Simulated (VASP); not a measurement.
# WC (P1) in VASP: single point with PBE

Aim: the single point of WC with PBE.

Everything below comes from runs of VASP 6.6.1. Logs are shortened: lines on timing, memory, paths and dates and some standing lists are left out, and cuts for length are marked.

### 1 The cell of the first run

The typed cell holds 16 atoms: a = 5.878 Å, b = 5.091 Å, c = 5.752 Å, α = 90.00°, β = 90.00°, γ = 90.00°.

### 2 Single point, PBE

The input, INCAR:

```
SYSTEM = WC
  PREC = Accurate
  ENCUT = 520
  EDIFF = 1E-6
  ISMEAR = -1
  SIGMA = 0.36
  LREAL = Auto
  LASPH = .TRUE.
  NELM = 100
  ALGO = Normal
  ISIF = 2
  LWAVE = .FALSE.
  LCHARG = .FALSE.
  GGA = PE
  NBANDS = 86
```

The input, KPOINTS:

```
Automatic mesh
0
G
  2 3 3
  0 0 0
```

The input, POSCAR:

```
WC
1.0
   -2.9390120000     -5.0905180000      0.0000000000
    4.4085180000     -2.5452590000      0.0000000000
    0.0000000000      0.0000000000      5.7523970000
W C
8 8
Direct
    0.7009126310      0.4661182360      0.0136986373
    0.7056410304      0.4728091064      0.4985573840
    0.4537152702     -0.0165192421      0.0030422101
    0.4545247616     -0.0272532110      0.5141334995
    0.1934270242      0.4676365947     -0.0052847535
    0.2091961866      0.4780586362      0.5127427749
   -0.0558305405     -0.0252208630      0.0124643692
   -0.0546975277     -0.0355803675      0.5095788764
    0.4303490070      0.6413495183      0.2412559495
    0.4439042743      0.6480272937      0.7543637896
    0.2101869714      0.1122241150      0.2329985222
    0.1896173417      0.1444448322      0.7553025287
   -0.0368514291      0.6395784724      0.2490092391
   -0.0482793774      0.6136770521      0.7543290214
    0.7093567814      0.1357844275      0.2684619994
    0.7088475279      0.1491003078      0.7619606227
```

Potentials or basis: VASP PAW PBE potentials, release 64 (W_sv, C).

On the command line:

```sh
$ cat potpaw_PBE.64/W_sv/POTCAR potpaw_PBE.64/C/POTCAR > POTCAR
$ mpirun -np 1 vasp_std > vasp.out
```

OUTCAR:

```text
SYSTEM = WC
   PREC = Accurate
   ENCUT = 520
   EDIFF = 1E-6
   ISMEAR = -1
   LREAL = Auto
   LASPH = .TRUE.
   NELM = 100
   ISIF = 2
   GGA = PE

 ion  position               nearest neighbor table
   1  0.701  0.466  0.014-  16 2.17  14 2.23  15 2.23  13 2.23   9 2.24  10 2.32   2 2.79   3 2.86
                             7 2.88   5 2.90   7 2.96   2 2.96   5 2.99   3 3.01
   2  0.706  0.473  0.499-  15 2.17  14 2.18  16 2.24  13 2.25  10 2.31   9 2.35   1 2.79   8 2.87
                             6 2.92   4 2.94   4 2.94   8 2.95   6 2.96   1 2.96
   3  0.454  0.983  0.003-  11 2.06  16 2.21   9 2.22  10 2.23  12 2.26  15 2.28   4 2.81   1 2.86
                             7 2.88   5 2.90   4 2.94   7 3.00   1 3.01   5 3.04
   4  0.455  0.973  0.514-  10 2.16  15 2.22  16 2.25  12 2.26  11 2.28   9 2.31   3 2.81   8 2.89
                             6 2.90   3 2.94   2 2.94   2 2.94   6 2.95   8 2.99
   5  0.193  0.468  0.995-  14 2.12  12 2.15   9 2.18  13 2.18  10 2.22  11 2.27   6 2.77   1 2.90
                             3 2.90   7 2.91   7 2.97   6 2.98   1 2.99   3 3.04
   6  0.209  0.478  0.513-  10 2.14  14 2.17   9 2.20  12 2.20  13 2.25  11 2.46   5 2.77   4 2.90
                             2 2.92   8 2.92   4 2.95   2 2.96   5 2.98   8 3.04
   7  0.944  0.975  0.012-  11 2.13  15 2.18  13 2.19  16 2.19  12 2.24  14 2.36   8 2.86   1 2.88
                             3 2.88   8 2.89   5 2.91   1 2.96   5 2.97   3 3.00
   8  0.945  0.964  0.510-  15 2.15  12 2.21  16 2.22  13 2.23  14 2.27  11 2.35   7 2.86   2 2.87
                             4 2.89   7 2.89   6 2.92   2 2.95   4 2.99   6 3.04
   9  0.430  0.641  0.241-   5 2.18   6 2.20   3 2.22   1 2.24   4 2.31   2 2.35
  10  0.444  0.648  0.754-   6 2.14   4 2.16   5 2.22   3 2.23   2 2.31   1 2.32
  11  0.210  0.112  0.233-   3 2.06   7 2.13   5 2.27   4 2.28   8 2.35   6 2.46
  12  0.190  0.144  0.755-   5 2.15   6 2.20   8 2.21   7 2.24   3 2.26   4 2.26
  13  0.963  0.640  0.249-   5 2.18   7 2.19   1 2.23   8 2.23   6 2.25   2 2.25
  14  0.952  0.614  0.754-   5 2.12   6 2.17   2 2.18   1 2.23   8 2.27   7 2.36
  15  0.709  0.136  0.268-   8 2.15   2 2.17   7 2.18   4 2.22   1 2.23   3 2.28
  16  0.709  0.149  0.762-   1 2.17   7 2.19   3 2.21   8 2.22   2 2.24   4 2.25

  LATTYP: Found a simple orthorhombic cell.
 ALAT       =     5.0905180810
 B/A-ratio  =     1.1300219169
 C/A-ratio  =     1.1547005261

  Lattice vectors:

 A1 = (   4.4085180000,  -2.5452590000,   0.0000000000)
 A2 = (   0.0000000000,   0.0000000000,   5.7523970000)
 A3 = (  -2.9390120000,  -5.0905180000,   0.0000000000)

Analysis of symmetry for initial positions (statically):
=====================================================================
 Subroutine PRICEL returns:
 Original cell was already a primitive cell.

 Routine SETGRP: Setting up the symmetry group for a
 simple orthorhombic supercell.

 Subroutine GETGRP returns: Found  1 space group operations
 (whereof  1 operations were pure point group operations)
 out of a pool of  8 trial point group operations.

The static configuration has the point symmetry C_1 .

Analysis of symmetry for dynamics (positions and initial velocities):
=====================================================================
 Subroutine PRICEL returns:
 Original cell was already a primitive cell.

 Routine SETGRP: Setting up the symmetry group for a
 simple orthorhombic supercell.

 Subroutine GETGRP returns: Found  1 space group operations
 (whereof  1 operations were pure point group operations)
 out of a pool of  8 trial point group operations.

The dynamic configuration has the point symmetry C_1 .

 Subroutine INISYM returns: Found  1 space group operations
 (whereof  1 operations are pure point group operations),
 and found     1 'primitive' translations

----------------------------------------------------------------------------------------

                                     Primitive cell

  volume of cell :     172.1243

  direct lattice vectors                    reciprocal lattice vectors
    -2.939012000 -5.090518000  0.000000000    -0.085062599 -0.147332747  0.000000000
     4.408518000 -2.545259000  0.000000000     0.170125199 -0.098221831  0.000000000
     0.000000000  0.000000000  5.752397000     0.000000000  0.000000000  0.173840575

  length of vectors
     5.878023906  5.090518081  5.752397000     0.170125201  0.196443659  0.173840575

  position of ions in fractional coordinates (direct lattice)
     0.700912631  0.466118236  0.013698637
     0.705641030  0.472809106  0.498557384
     0.453715270  0.983480758  0.003042210
     0.454524762  0.972746789  0.514133499
     0.193427024  0.467636595  0.994715246
     0.209196187  0.478058636  0.512742775
[... 8 lines left out ...]
     0.709356781  0.135784427  0.268461999
     0.708847528  0.149100308  0.761960623

  ion indices of the primitive-cell ions
   primitive index   ion index
                 1           1
                 2           2
                 3           3
                 4           4
                 5           5
                 6           6
[... 8 lines left out ...]
                15          15
                16          16

----------------------------------------------------------------------------------------

 KPOINTS: Automatic mesh

Automatic generation of k-mesh.
 Grid dimensions read from file:
 generate k-points for:    2    3    3

 Generating k-lattice:

  Cartesian coordinates                     Fractional coordinates (reciprocal lattice)
    -0.042531300 -0.073666373  0.000000000     0.500000000  0.000000000  0.000000000
     0.056708400 -0.032740610  0.000000000     0.000000000  0.333333333  0.000000000
     0.000000000  0.000000000  0.057946858     0.000000000  0.000000000  0.333333333

  Length of vectors
     0.085062601  0.065481220  0.057946858

  Shift w.r.t. Gamma in fractional coordinates (k-lattice)
     0.000000000  0.000000000  0.000000000

 Subroutine IBZKPT returns following result:
 ===========================================

 Found     10 irreducible k-points:

 Following reciprocal coordinates:
            Coordinates               Weight
  0.000000  0.000000  0.000000      1.000000
  0.500000 -0.000000  0.000000      1.000000
  0.000000  0.333333  0.000000      2.000000
  0.500000  0.333333  0.000000      2.000000
  0.000000  0.000000  0.333333      2.000000
  0.500000 -0.000000  0.333333      2.000000
  0.000000  0.333333  0.333333      2.000000
  0.000000  0.333333 -0.333333      2.000000
  0.500000  0.333333  0.333333      2.000000
  0.500000  0.333333 -0.333333      2.000000
   k-points           NKPTS =     10   k-points in BZ     NKDIM =     10   number of bands    NBANDS=     86
   number of dos      NEDOS =    301   number of ions     NIONS =     16
   total plane-waves  NPLWV =  92160
   dimension x,y,z NGX =    48 NGY =   40 NGZ =   48
   dimension x,y,z NGXF=    96 NGYF=   80 NGZF=   96
   ions per type =               8   8
   NGX,Y,Z   is equivalent  to a cutoff of  13.58, 13.06, 13.87 a.u.
   NGXF,Y,Z  is equivalent  to a cutoff of  27.15, 26.13, 27.74 a.u.
 SYSTEM =  WC
   PREC   = accura    normal or accurate (medium, high low for compatibility)
   ISTART =      0    job   : 0-new  1-cont  2-samecut
   ICHARG =      2    charge: 1-file 2-atom 10-const
   ISPIN  =      1    spin polarized calculation?
   LNONCOLLINEAR =      F non collinear calculations
   LSORBIT =      F    spin-orbit coupling
   LASPH  =      T    aspherical Exc in radial PAW
   ENCUT  =  520.0 eV  38.22 Ry    6.18 a.u.  10.93  9.46 10.70*2*pi/ulx,y,z
   NELM   =    100;   NELMIN=  2; NELMDL= -5     # of ELM steps
   EDIFF  = 0.1E-05   stopping-criterion for ELM
   LREAL  =      T    real-space projection
   EDIFFG = 0.1E-04   stopping-criterion for IOM
   NSW    =      0    number of steps for IOM
[... 5 lines left out ...]
   TEBEG  =    0.0;   TEEND  =   0.0 temperature during run
   PSTRESS=    0.0 pullay stress
   NELECT =     144.0000    total number of electrons
   NUPDOWN=      -1.0000    fix difference up-down
   EMIN   =  10.00;   EMAX   =-10.00  energy-range for DOS
   EFERMI =   0.00;   METHOD = LEGACY
   ISMEAR =    -1;   SIGMA  =   0.36  broadening in eV -4-tet -1-fermi 0-gaus
   EFERMI_NEDOS =   21; number of points for ismear=-14 and -15
   IALGO  =     38    algorithm
   IMIX   =      4    mixing-type and parameters
     AMIX     =   0.40;   BMIX     =  1.00
     AMIX_MAG =   1.60;   BMIX_MAG =  1.00
  volume/ion in A,a.u.               =      10.76        72.60
  Fermi-wavevector in a.u.,A,eV,Ry     =   1.542582  2.915057 32.375870  2.379559
  Thomas-Fermi vector in A             =   2.648366
   LORBIT       =      0    0 simple, 1 ext, 2 COOP (PROOUT), +10 PAW based schemes
   GGA     = PE    functional components
   LHFCALC =     F    Hartree Fock is set to
   AEXX    =    0.0000 exact exchange contribution
   IVDW    =     0    specifies the selected vdW correction
   LEPSILON=     F    determine dielectric tensor
   LRPA    =     F    only Hartree local field effects (RPA)
 non-spin polarized calculation
  energy-cutoff  :      520.00
  volume of cell :      172.12
 maximum number of plane-waves:      4649
 NGX is ok and might be reduce to    48
   NGX = 21   NGY = 19   NGZ = 21

 number of electron     143.9999998 magnetization

 Free energy of the ion-electron system (eV)
  ---------------------------------------------------
  ext. energy  EPLUGINS =         0.00000000
  ---------------------------------------------------
  free energy    TOTEN  =      -178.85119091 eV

  energy without entropy =     -177.19171560  energy(sigma->0) =     -178.02145325

 E-fermi :  10.8752     XC(G=0): -13.5907

 val. band max:       10.8392149584   @ k =   0.0000   0.0000   0.3333
 cond. band min:      10.9399939454   @ k =   0.0000   0.3333  -0.3333
 fundamental gap:      0.1007789870
 Fermi energy:        10.8751938392

 k-point     1 :       0.0000    0.0000    0.0000
  band No.  band energies     occupation
      1     -63.4954      2.00000
      2     -63.4594      2.00000
      3     -63.4248      2.00000
      4     -63.4131      2.00000
      5     -63.3889      2.00000
      6     -63.3483      2.00000
[... 76 lines left out ...]
     83      14.7460      0.00004
     84      14.7743      0.00004

 k-point     2 :       0.5000   -0.0000    0.0000
  band No.  band energies     occupation
      1     -63.4835      2.00000
      2     -63.4721      2.00000
      3     -63.4182      2.00000
      4     -63.4166      2.00000
      5     -63.3858      2.00000
      6     -63.3505      2.00000
[... 685 lines left out ...]
     83      14.3726      0.00012
     84      14.4715      0.00009

 k-point    10 :       0.5000    0.3333   -0.3333
  band No.  band energies     occupation
      1     -63.4786      2.00000
      2     -63.4665      2.00000
      3     -63.4200      2.00000
      4     -63.4109      2.00000
      5     -63.3908      2.00000
      6     -63.3492      2.00000
[... 76 lines left out ...]
     83      14.2997      0.00015
     84      14.4116      0.00011
 [bands above 84 left out]

------------------------ aborting loop because EDIFF is reached ----------------------------------------

  FORCE on cell =-STRESS in cart. coord.  units (eV):
  Direction    XX          YY          ZZ          XY          YZ          ZX
  --------------------------------------------------------------------------------------
  -------------------------------------------------------------------------------------
  Total       -1.6550510     -1.1980704     -7.9046393      0.8763199     -0.4579458      0.9269850
  in kB      -15.4056412    -11.1519480    -73.5784195      8.1570115     -4.2626772      8.6286154
  external PRESSURE =     -33.3786696 kB  Pullay stress =       0.0000000 kB

 VOLUME and BASIS-vectors are now :
 -----------------------------------------------------------------------------
  energy-cutoff  :      520.00
  volume of cell :      172.12
      direct lattice vectors                 reciprocal lattice vectors
    -2.939012000 -5.090518000  0.000000000    -0.085062599 -0.147332747  0.000000000
     4.408518000 -2.545259000  0.000000000     0.170125199 -0.098221831  0.000000000
     0.000000000  0.000000000  5.752397000     0.000000000  0.000000000  0.173840575

 POSITION                                       TOTAL-FORCE (eV/Angst)
 -----------------------------------------------------------------------------------
     -0.00510     -4.75440      0.07880         1.129147     -0.341418     -1.095571
      0.01050     -4.79550      2.86790         0.269313      0.521602      1.384533
      3.00222     -4.81286      0.01750        -1.558343      1.145703      0.206148
      2.95252     -4.78966      2.95750         0.598413      0.650170     -1.491416
      1.49310     -2.17490      5.72200        -0.336044     -1.104058      2.114597
      1.49270     -2.28170      2.94950        -0.336334      1.436073     -2.066267
[... 8 lines left out ...]
     -1.48620     -3.95660      1.54430         0.512584      0.524958     -0.808398
     -1.42600     -3.98790      4.38310        -0.073269      0.870425     -0.725944
 -----------------------------------------------------------------------------------
    total drift:                                0.017425      0.007160      0.002677

  FREE ENERGIE OF THE ION-ELECTRON SYSTEM (eV)
  ---------------------------------------------------
  free  energy   TOTEN  =      -178.8511909108 eV

  energy  without entropy=     -177.1917155977  energy(sigma->0) =     -178.02145325
```

Wall time 10 min (1 thread of Intel Xeon 8259CL, shared host); peak memory 0.34 GiB.

Results:

```
Free energy            : -178.8512 eV
Pressure               : -3.3 GPa
Largest force          : 3.132 eV/Å
Band gap on the k mesh : zero (bands 72 and 73 overlap by 0.44 eV)
```

Forces on the atoms (eV/Å):
```
W    1.129 -0.341 -1.096
W    0.269  0.522  1.385
W   -1.558  1.146  0.206
W    0.598  0.650 -1.491
W   -0.336 -1.104  2.115
W   -0.336  1.436 -2.066
W   -1.392 -0.409 -1.059
W   -0.384 -1.521 -0.052
C   -0.908 -1.603  0.983
C   -0.787 -0.505  0.203
C    2.210 -0.108  2.217
C   -1.066 -0.286 -0.347
C    0.131  1.108  0.703
C    1.990 -0.380 -0.167
C    0.513  0.525 -0.808
C   -0.073  0.870 -0.726
```

Levels at points of the mesh, in eV from the Fermi level:
| k point | band 69 | band 70 | band 71 | band 72 | band 73 | band 74 | band 75 | band 76 |
| --- | --- | --- | --- | --- | --- | --- | --- | --- |
| (0.00, 0.00, 0.00) | -0.82 | -0.70 | -0.49 | -0.38 | 0.11 | 0.90 | 0.98 | 1.76 |
| (0.50, 0.00, 0.00) | -0.97 | -0.86 | -0.23 | 0.40 | 0.44 | 0.49 | 0.63 | 0.85 |

Caveat: the k points lie up to 0.53 Å⁻¹ apart; the atoms stand as in a frame of molecular dynamics; so wide a smearing shifts energies and pressures; spin-orbit coupling is left out, which moves the levels of the heavy elements; forces of over 1 eV/Å act on the atoms, so gaps and moduli don't describe the material at rest.

The gap in the log of VASP goes by the Fermi energy; the results here count the filled bands.